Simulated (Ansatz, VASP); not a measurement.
# Al in VASP and in Ansatz

INCAR

```
SYSTEM = Al
ALGO = Normal
EDIFF = 1E-7
ENCUT = 520
GGA = PS
ISIF = 2
ISMEAR = 0
LASPH = .True.
LCHARG = .True.
LELF = .True.
LREAL = .False.
LVHAR = .True.
LWAVE = .False.
NBANDS = 8
NELM = 60
PREC = Accurate
SIGMA = 0.15
```

The input KPOINTS:

```
k-points
0
Gamma
  20 20 20
  0 0 0
```

The input POSCAR:

```
Al
1.0
    0.0000000000      1.9835004000      2.0239800000
    2.0239800000      0.0000000000      2.0239800000
    2.0239800000      1.9835004000      0.0000000000
Al
1
Direct
    0.0000000000      0.0000000000      0.0000000000
```

Input for Ansatz:

```yaml
crystal:
  lattice:
    - [0.0, 1.9835004, 2.02398]
    - [2.02398, 0.0, 2.02398]
    - [2.02398, 1.9835004, 0.0]
  atoms:
    - { symbol: Al, position: [0.0, 0.0, 0.0] }
basis:
  ecutwfc: 420
kpoints:
  mp_grid: { grid: [20, 20, 20] }
hamiltonian:
  xc: pbesol
scf:
  occupations: { method: gaussian, width: 0.15 }
output:
  forces: true
  stress: true
  eigenvalues: true
  write_density: true
  write_potential: true
  elf: true
  volumetric_format: npy
```

Change from the starting cell: strain -0.0200 x Voigt [0, 1, 0, 0, 0, 0], atoms carried along.

Alike in both runs: task single point; functional PBEsol; k mesh 20 × 20 × 20; occupations gaussian, width 0.15 eV; no spin polarisation.

|  | VASP | Ansatz |
| --- | --- | --- |
| version | VASP 6.6.1 | Ansatz 0.2.0 |
| potentials or method | VASP PAW PBE potentials, release 64 (Al), cutoff 520 eV | scalar-relativistic, plane waves, PAW |
| valence electrons in the cell | 3 | 3 |

|  | VASP | Ansatz | Ansatz less VASP |
| --- | --- | --- | --- |
| gap on the k mesh at the Fermi level (eV) | none | none | - |
| pressure (GPa) | -0.3 | -0.3 | -0.06 |
| traceless stress, the component that is largest in VASP (GPa) | 0.29 | 0.28 | -0.006 |

VASP's potentials were made for PBE, not for PBEsol. A gap of «none» marks a metal or a gap that the smearing closes.
